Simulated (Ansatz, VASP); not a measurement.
# Two plane-wave programs on Ta

```xyz
2
Lattice="2.9821 0.0000 0.0000 -1.4911 2.5826 0.0000 0.0000 0.0000 4.8869" Properties=species:S:1:pos:R:3 pbc="T T T"
Ta    1.4911    0.8609    3.6652
Ta    0.0000    1.7217    1.2217
```

Alike in both runs: task single point; functional LDA; k mesh 21 × 21 × 10; occupations gaussian, width 0.15 eV; no spin polarisation.

|  | VASP | Ansatz |
| --- | --- | --- |
| version | VASP 6.6.1 | Ansatz 0.2.0 |
| potentials or method | VASP PAW LDA potentials, release 64 (Ta_pv), cutoff 520 eV | scalar-relativistic, plane waves, PAW |
| valence electrons in the cell | 22 | 26 |

|  | VASP | Ansatz | Ansatz less VASP |
| --- | --- | --- | --- |
| gap on the k mesh at the Fermi level (eV) | none | none | - |
| pressure (GPa) | -11.4 | -12.0 | -0.59 |
| traceless stress, the component that is largest in VASP (GPa) | 7.16 | 7.15 | -0.009 |

LDA's correlation is that of Perdew and Zunger in VASP and of Perdew and Wang (1992) in Ansatz. A gap of «none» marks a metal or a gap that the smearing closes. VASP's potentials hold 22 valence electrons a cell and Ansatz's 26, so a difference there can come from the potentials and not from the codes.

Neither program's run includes spin-orbit coupling.
